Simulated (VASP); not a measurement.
A run of VASP 6.6.1:

The input INCAR:

```
PREC = Accurate
ENCUT = 520
EDIFF = 1E-7
ISMEAR = 0
SIGMA = 0.1
LREAL = False
LASPH = True
NELM = 100
ALGO = Fast
ISIF = 2
LWAVE = False
LCHARG = False
GGA = PE
IBRION = 2
NSW = 50
EDIFFG = -0.01
KPAR = 4
```

Contents of KPOINTS:

```
Automatic mesh
0
Gamma
  12 12 12
```

POSCAR

```
Zn
1.0
    4.0555406870      0.0000000000      0.0000000000
    0.0000000000      4.0555406870      0.0000000000
    0.0000000000      0.0000000000      4.0555406870
Zn
4
Direct
   -0.0000143069     -0.0000143069     -0.0000143069
    0.5000143069      1.0000143069      0.4999856931
    0.4999856931      0.5000143069      1.0000143069
    1.0000143069      0.4999856931      0.5000143069
```

Potentials or basis: VASP PAW PBE potentials, release 64 (Zn).

Run with:

```sh
$ cat potpaw_PBE.64/Zn/POTCAR > POTCAR
$ mpirun -np 4 vasp_std > vasp.out
```

Hardware: 4 MPI ranks on Intel(R) Xeon(R) Platinum 8375C CPU @ 2.90GHz (Ice Lake), with other jobs on the host.

Task: Estimate the wall time of this run.

Result: It took 46 s on 4 MPI ranks on Intel(R) Xeon(R) Platinum 8375C CPU @ 2.90GHz (Ice Lake), on a shared host, peak memory 0.28 GiB a rank. Counts: scf iterations 15, k points 119, ion steps 1.
